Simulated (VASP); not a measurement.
# CoO (Fm-3m) in VASP: notebook

The runs below take CoO through single point, with PBE.

Everything below comes from runs of VASP 6.6.1. Logs are shortened: lines on timing, memory, paths and dates and some standing lists are left out, and cuts for length are marked.

## (1) The cell of the first run

Symmetry: Fm-3m, No. 225, cubic system. Conventional cell: a = 4.263 Å, b = 4.263 Å, c = 4.263 Å, α = 90.00°, β = 90.00°, γ = 90.00°. Within 2.8 Å of Co (site symmetry m-3m) lie 6 O at 2.13 Å. O (site symmetry m-3m) has 6 Co at 2.13 Å within 2.8 Å.

## (2) Single point, PBE

INCAR

```
SYSTEM = CoO
ALGO = Normal
EDIFF = 1E-7
ENCUT = 520
GGA = PE
ISIF = 2
ISMEAR = -1
LASPH = .TRUE.
LCHARG = .FALSE.
LREAL = .FALSE.
LWAVE = .FALSE.
NBANDS = 14
NELM = 100
PREC = Accurate
SIGMA = 0.02
```

KPOINTS

```
k-points
0
G
  16 16 16
  0 0 0
```

POSCAR

```
CoO
1.0
    0.0000000000      2.1315000000      2.1315000000
    2.1315000000      0.0000000000      2.1315000000
    2.1315000000      2.1315000000      0.0000000000
Co O
1 1
Direct
    0.0000000000      0.0000000000      0.0000000000
    0.5000000000      0.5000000000      0.5000000000
```

Potentials or basis: VASP PAW PBE potentials, release 64 (Co, O).

On the command line:

```sh
> cat potpaw_PBE.64/Co/POTCAR potpaw_PBE.64/O/POTCAR > POTCAR
> mpirun -np 1 vasp_std > vasp.out
```

OUTCAR:

```text
SYSTEM = CoO
   EDIFF = 1E-7
   ENCUT = 520
   GGA = PE
   ISIF = 2
   ISMEAR = -1
   LASPH = .TRUE.
   LREAL = .FALSE.
   NELM = 100
   PREC = Accurate

 ion  position               nearest neighbor table
   1  0.000  0.000  0.000-   2 2.13   2 2.13   2 2.13   2 2.13   2 2.13   2 2.13
   2  0.500  0.500  0.500-   1 2.13   1 2.13   1 2.13   1 2.13   1 2.13   1 2.13

  LATTYP: Found a face centered cubic cell.
 ALAT       =     4.2630000000

  Lattice vectors:

 A1 = (   0.0000000000,   2.1315000000,   2.1315000000)
 A2 = (   2.1315000000,   0.0000000000,   2.1315000000)
 A3 = (   2.1315000000,   2.1315000000,   0.0000000000)

Analysis of symmetry for initial positions (statically):
=====================================================================
 Subroutine PRICEL returns:
 Original cell was already a primitive cell.

 Routine SETGRP: Setting up the symmetry group for a
 face centered cubic supercell.

 Subroutine GETGRP returns: Found 48 space group operations
 (whereof 48 operations were pure point group operations)
 out of a pool of 48 trial point group operations.

The static configuration has the point symmetry O_h .

Analysis of symmetry for dynamics (positions and initial velocities):
=====================================================================
 Subroutine PRICEL returns:
 Original cell was already a primitive cell.

 Routine SETGRP: Setting up the symmetry group for a
 face centered cubic supercell.

 Subroutine GETGRP returns: Found 48 space group operations
 (whereof 48 operations were pure point group operations)
 out of a pool of 48 trial point group operations.

The dynamic configuration has the point symmetry O_h .

 Subroutine INISYM returns: Found 48 space group operations
 (whereof 48 operations are pure point group operations),
 and found     1 'primitive' translations

----------------------------------------------------------------------------------------

                                     Primitive cell

  volume of cell :      19.3681

  direct lattice vectors                    reciprocal lattice vectors
     0.000000000  2.131500000  2.131500000    -0.234576589  0.234576589  0.234576589
     2.131500000  0.000000000  2.131500000     0.234576589 -0.234576589  0.234576589
     2.131500000  2.131500000  0.000000000     0.234576589  0.234576589 -0.234576589

  length of vectors
     3.014396208  3.014396208  3.014396208     0.406298571  0.406298571  0.406298571

  position of ions in fractional coordinates (direct lattice)
     0.000000000  0.000000000  0.000000000
     0.500000000  0.500000000  0.500000000

  ion indices of the primitive-cell ions
   primitive index   ion index
                 1           1
                 2           2

----------------------------------------------------------------------------------------

 KPOINTS: k-points

Automatic generation of k-mesh.
 Grid dimensions read from file:
 generate k-points for:   16   16   16

 Generating k-lattice:

  Cartesian coordinates                     Fractional coordinates (reciprocal lattice)
    -0.014661037  0.014661037  0.014661037     0.062500000  0.000000000  0.000000000
     0.014661037 -0.014661037  0.014661037     0.000000000  0.062500000  0.000000000
     0.014661037  0.014661037 -0.014661037     0.000000000  0.000000000  0.062500000

  Length of vectors
     0.025393661  0.025393661  0.025393661

  Shift w.r.t. Gamma in fractional coordinates (k-lattice)
     0.000000000  0.000000000  0.000000000

 Subroutine IBZKPT returns following result:
 ===========================================

 Found    145 irreducible k-points:

 Following reciprocal coordinates:
            Coordinates               Weight
  0.000000  0.000000  0.000000      1.000000
  0.062500  0.000000  0.000000      8.000000
  0.125000  0.000000  0.000000      8.000000
  0.187500  0.000000  0.000000      8.000000
  0.250000  0.000000  0.000000      8.000000
  0.312500  0.000000  0.000000      8.000000
[... 16 lines left out ...]
 -0.125000  0.062500  0.000000     24.000000
 -0.062500  0.062500  0.000000     12.000000
 [... further k-points ...]
   k-points           NKPTS =    145   k-points in BZ     NKDIM =    145   number of bands    NBANDS=     14
   number of dos      NEDOS =    301   number of ions     NIONS =      2
   total plane-waves  NPLWV =  13824
   dimension x,y,z NGX =    24 NGY =   24 NGZ =   24
   dimension x,y,z NGXF=    48 NGYF=   48 NGZF=   48
   ions per type =               1   1
   NGX,Y,Z   is equivalent  to a cutoff of  13.24, 13.24, 13.24 a.u.
   NGXF,Y,Z  is equivalent  to a cutoff of  26.47, 26.47, 26.47 a.u.
 SYSTEM =  CoO
   PREC   = accura    normal or accurate (medium, high low for compatibility)
   ISTART =      0    job   : 0-new  1-cont  2-samecut
   ICHARG =      2    charge: 1-file 2-atom 10-const
   ISPIN  =      1    spin polarized calculation?
   LNONCOLLINEAR =      F non collinear calculations
   LSORBIT =      F    spin-orbit coupling
   LASPH  =      T    aspherical Exc in radial PAW
   ENCUT  =  520.0 eV  38.22 Ry    6.18 a.u.   5.60  5.60  5.60*2*pi/ulx,y,z
   NELM   =    100;   NELMIN=  2; NELMDL= -5     # of ELM steps
   EDIFF  = 0.1E-06   stopping-criterion for ELM
   LREAL  =      F    real-space projection
   EDIFFG = 0.1E-05   stopping-criterion for IOM
   NSW    =      0    number of steps for IOM
   IBRION =     -1    ionic relax: 0-MD 1-quasi-New 2-CG
   NFREE  =      0    steps in history (QN), initial steepest desc. (CG)
   ISIF   =      2    stress and relaxation
   ISYM   =      2    0-nonsym 1-usesym 2-fastsym
   POTIM  = 0.5000    time-step for ionic-motion
   TEBEG  =    0.0;   TEEND  =   0.0 temperature during run
   PSTRESS=    0.0 pullay stress
   NELECT =      15.0000    total number of electrons
   NUPDOWN=      -1.0000    fix difference up-down
   EMIN   =  10.00;   EMAX   =-10.00  energy-range for DOS
   EFERMI =   0.00;   METHOD = LEGACY
   ISMEAR =    -1;   SIGMA  =   0.02  broadening in eV -4-tet -1-fermi 0-gaus
   EFERMI_NEDOS =   21; number of points for ismear=-14 and -15
   IALGO  =     38    algorithm
   IMIX   =      4    mixing-type and parameters
     AMIX     =   0.40;   BMIX     =  1.00
     AMIX_MAG =   1.60;   BMIX_MAG =  1.00
  volume/ion in A,a.u.               =       9.68        65.35
  Fermi-wavevector in a.u.,A,eV,Ry     =   1.503407  2.841027 30.752334  2.260233
  Thomas-Fermi vector in A             =   2.614521
   LORBIT       =      0    0 simple, 1 ext, 2 COOP (PROOUT), +10 PAW based schemes
   GGA     = PE    functional components
   LHFCALC =     F    Hartree Fock is set to
   AEXX    =    0.0000 exact exchange contribution
   IVDW    =     0    specifies the selected vdW correction
   LEPSILON=     F    determine dielectric tensor
   LRPA    =     F    only Hartree local field effects (RPA)
 non-spin polarized calculation
  energy-cutoff  :      520.00
  volume of cell :       19.37
 maximum number of plane-waves:       544
   NGX = 11   NGY = 11   NGZ = 11

 number of electron      15.0000008 magnetization

 Free energy of the ion-electron system (eV)
  ---------------------------------------------------
  ext. energy  EPLUGINS =         0.00000000
  ---------------------------------------------------
  free energy    TOTEN  =       -12.57185151 eV

  energy without entropy =      -12.56705452  energy(sigma->0) =      -12.56945302

 E-fermi :   7.6800     XC(G=0): -12.4057

 val. band max:        7.6782913928   @ k =   0.5000   0.4375   0.0625
 cond. band min:       7.6799825040   @ k =  -0.3750   0.3750   0.1250
 fundamental gap:      0.0016911112
 Fermi energy:         7.6799534785

 k-point     1 :       0.0000    0.0000    0.0000
  band No.  band energies     occupation
      1     -12.6122      2.00000
      2       4.3805      2.00000
      3       4.3805      2.00000
      4       4.3805      2.00000
      5       6.3273      2.00000
      6       6.3273      2.00000
      7       6.3273      2.00000
      8       6.6949      2.00000
      9       6.6949      2.00000
     10       9.0037      0.00000
     11      24.7444      0.00000
     12      26.3352      0.00000
     13      26.3352      0.00000
     14      26.3352      0.00000

 k-point     2 :       0.0625    0.0000    0.0000
  band No.  band energies     occupation
      1     -12.5736      2.00000
      2       4.0696      2.00000
      3       4.2332      2.00000
      4       4.2332      2.00000
      5       6.3697      2.00000
      6       6.3697      2.00000
      7       6.3980      2.00000
      8       6.8487      2.00000
      9       6.8487      2.00000
     10       9.2699      0.00000
     11      23.9211      0.00000
     12      26.2094      0.00000
     13      26.2094      0.00000
     14      26.7433      0.00000

 k-point     3 :       0.1250    0.0000    0.0000
  band No.  band energies     occupation
      1     -12.4615      2.00000
      2       3.3511      2.00000
      3       3.8918      2.00000
      4       3.8918      2.00000
      5       6.4678      2.00000
      6       6.4678      2.00000
      7       6.5312      2.00000
      8       7.2328      2.00000
      9       7.2328      2.00000
     10       9.9336      0.00000
     11      22.4971      0.00000
     12      25.7265      0.00000
     13      25.7265      0.00000
     14      27.1539      0.00000

 k-point     4 :       0.1875    0.0000    0.0000
  band No.  band energies     occupation
      1     -12.2879      2.00000
      2       2.4968      2.00000
      3       3.4963      2.00000
      4       3.4963      2.00000
      5       6.6038      2.00000
      6       6.6039      2.00000
      7       6.6822      2.00000
      8       7.7084      0.38888
      9       7.7084      0.38827
     10      10.7655      0.00000
     11      21.0349      0.00000
     12      24.8684      0.00000
     13      24.8684      0.00000
     14      27.4342      0.00000

 k-point     5 :       0.2500    0.0000    0.0000
  band No.  band energies     occupation
      1     -12.0731      2.00000
      2       1.6514      2.00000
      3       3.1222      2.00000
      4       3.1222      2.00000
      5       6.7645      2.00000
      6       6.7645      2.00000
      7       6.8594      2.00000
      8       8.1863      0.00000
      9       8.1864      0.00000
     10      11.5953      0.00000
     11      19.6991      0.00000
[... 276 lines left out ...]
 k-point    22 :      -0.1875    0.0625    0.0000
  band No.  band energies     occupation
      1     -12.1931      2.00000
      2       2.1212      2.00000
      3       3.2451      2.00000
      4       3.4452      2.00000
      5       6.5913      2.00000
      6       6.6733      2.00000
      7       6.8624      2.00000
      8       7.5429      1.99789
      9       8.1528      0.00000
     10      11.2291      0.00000
     11      20.5705      0.00000
     12      23.5571      0.00000
     13      24.8828      0.00000
     14      27.9631      0.00000

 k-point    23 :      -0.1250    0.0625    0.0000
  band No.  band energies     occupation
      1     -12.3791      2.00000
      2       2.9032      2.00000
      3       3.6126      2.00000
      4       3.8439      2.00000
      5       6.4605      2.00000
      6       6.5669      2.00000
      7       6.6800      2.00000
      8       7.1251      2.00000
      9       7.6716      1.20492
     10      10.3993      0.00000
     11      21.9230      0.00000
     12      24.3692      0.00000
     13      26.0627      0.00000
     14      27.5078      0.00000

 k-point    24 :      -0.0625    0.0625    0.0000
  band No.  band energies     occupation
      1     -12.5108      2.00000
      2       3.6072      2.00000
      3       3.9722      2.00000
      4       4.1546      2.00000
      5       6.3786      2.00000
      6       6.4605      2.00000
      7       6.5164      2.00000
      8       6.8677      2.00000
      9       7.2070      2.00000
     10       9.6767      0.00000
     11      23.1510      0.00000
     12      25.2631      0.00000
     13      26.4742      0.00000
     14      27.3558      0.00000

 [... further k-points ...]
[... 5 lines left out ...]
  --------------------------------------------------------------------------------------
  -------------------------------------------------------------------------------------
  Total       -2.4051150     -2.4051150     -2.4051150     -0.0000000     -0.0000000      0.0000000
  in kB     -198.9575487   -198.9575487   -198.9575487     -0.0000000     -0.0000000      0.0000000
  external PRESSURE =    -198.9575487 kB  Pullay stress =       0.0000000 kB

 VOLUME and BASIS-vectors are now :
 -----------------------------------------------------------------------------
  energy-cutoff  :      520.00
  volume of cell :       19.37
      direct lattice vectors                 reciprocal lattice vectors
     0.000000000  2.131500000  2.131500000    -0.234576589  0.234576589  0.234576589
     2.131500000  0.000000000  2.131500000     0.234576589 -0.234576589  0.234576589
     2.131500000  2.131500000  0.000000000     0.234576589  0.234576589 -0.234576589

 POSITION                                       TOTAL-FORCE (eV/Angst)
 -----------------------------------------------------------------------------------
      0.00000      0.00000      0.00000         0.000000     -0.000000      0.000000
      2.13150      2.13150      2.13150        -0.000000      0.000000     -0.000000
 -----------------------------------------------------------------------------------
    total drift:                                0.000000     -0.000000     -0.000000

  FREE ENERGIE OF THE ION-ELECTRON SYSTEM (eV)
  ---------------------------------------------------
  free  energy   TOTEN  =       -12.5718515121 eV

  energy  without entropy=      -12.5670545191  energy(sigma->0) =      -12.56945302
```

It took 21 s on 1 thread of Intel Xeon 6975P-C, shared host; peak memory 0.17 GiB.

Results:

```
Free energy : -12.5719 eV
Pressure    : -19.9 GPa
```

Levels at points of the mesh, in eV from the Fermi level:
```tsv
k point	band 4	band 5	band 6	band 7	band 8	band 9	band 10	band 11
(0.00, 0.00, 0.00)	-3.30	-1.35	-1.35	-1.35	-0.99	-0.99	1.32	17.06
(0.50, 0.00, 0.00)	-5.31	-0.48	-0.48	-0.19	1.57	1.57	5.38	9.62
(0.50, 0.50, 0.00)	-4.43	-2.39	-0.57	-0.19	-0.19	-0.14	6.54	9.91
```

Caveat: an odd number of electrons without spin polarisation forces a metal; a magnetic or distorted state may lie lower; the run has no spin polarisation, though such a crystal can be magnetic; semilocal functionals often make such compounds metallic where correlation or magnetic order opens a gap, which also shifts bond lengths. Spin polarisation is off, so any magnetic state and its effect on volume and gap are missing.

## (3) Single point, PBE, collinear spin, ferromagnetic start

INCAR

```
SYSTEM = CoO
PREC = Accurate ; ENCUT = 520
EDIFF = 1E-6 ; ISMEAR = -1
SIGMA = 0.02 ; LREAL = .FALSE.
LASPH = .TRUE. ; NELM = 150
ALGO = Normal ; ISIF = 2
LWAVE = .FALSE. ; LCHARG = .TRUE.
ISPIN = 2 ; MAGMOM = 2 0
LORBIT = 11 ; LMAXMIX = 4
GGA = PE ; LELF = .TRUE.
LVHAR = .TRUE. ; NBANDS = 18
```

KPOINTS

```
Automatic mesh
0
G
  16 16 16
  0 0 0
```

POSCAR is that of step 2.

Potentials or basis: VASP PAW PBE potentials, release 64 (Co, O).

On the command line:

```sh
> cat potpaw_PBE.64/Co/POTCAR potpaw_PBE.64/O/POTCAR > POTCAR
> mpirun -np 1 vasp_std > vasp.out
```

It took 59 s on 1 thread of Intel Xeon 6975P-C, shared host; peak memory 0.21 GiB.

Results (log left out):

```yaml
Free_energy: -13.0473 eV
Pressure: -2.3 GPa
Net_moment: 2.95 μB per cell
Site_moments: Co +2.58; O +0.31 μB
Valence_electrons_inside_the_program's_atomic_spheres: Co 7.79; O 4.98
```

Levels at points of the mesh, in eV from the Fermi level:
Spin up:
```
           k point  band 6  band 7  band 8  band 9  band 10  band 11  band 12  band 13
(0.00, 0.00, 0.00)   -3.10   -3.09   -3.09   -3.09     0.99    16.86    18.12    18.12
(0.50, 0.00, 0.00)   -2.38   -1.82    0.09    0.09     5.07     9.32    13.43    13.43
(0.50, 0.50, 0.00)   -2.94   -2.44   -2.10   -2.10     5.85     9.81    11.67    15.73
```
Spin down:
| k point | band 2 | band 3 | band 4 | band 5 | band 6 | band 7 | band 8 | band 9 | band 10 | band 11 |
| --- | --- | --- | --- | --- | --- | --- | --- | --- | --- | --- |
| (0.00, 0.00, 0.00) | -2.52 | -2.52 | -2.52 | -1.09 | -1.09 | -1.09 | 0.07 | 0.07 | 1.54 | 16.76 |
| (0.50, 0.00, 0.00) | -7.53 | -4.58 | -4.58 | -0.13 | -0.13 | 0.18 | 2.70 | 2.70 | 5.36 | 10.12 |
| (0.50, 0.50, 0.00) | -6.34 | -3.77 | -3.77 | -2.20 | 0.12 | 0.12 | 0.53 | 0.99 | 6.71 | 10.29 |

Caveat: a cell with one magnetic atom can't hold antiferromagnetic order, which such compounds often take; semilocal functionals often make such compounds metallic where correlation or magnetic order opens a gap, which also shifts bond lengths. With open d or f shells a metallic result of PBE can be an artefact of self-interaction; +U or a hybrid may open a gap.
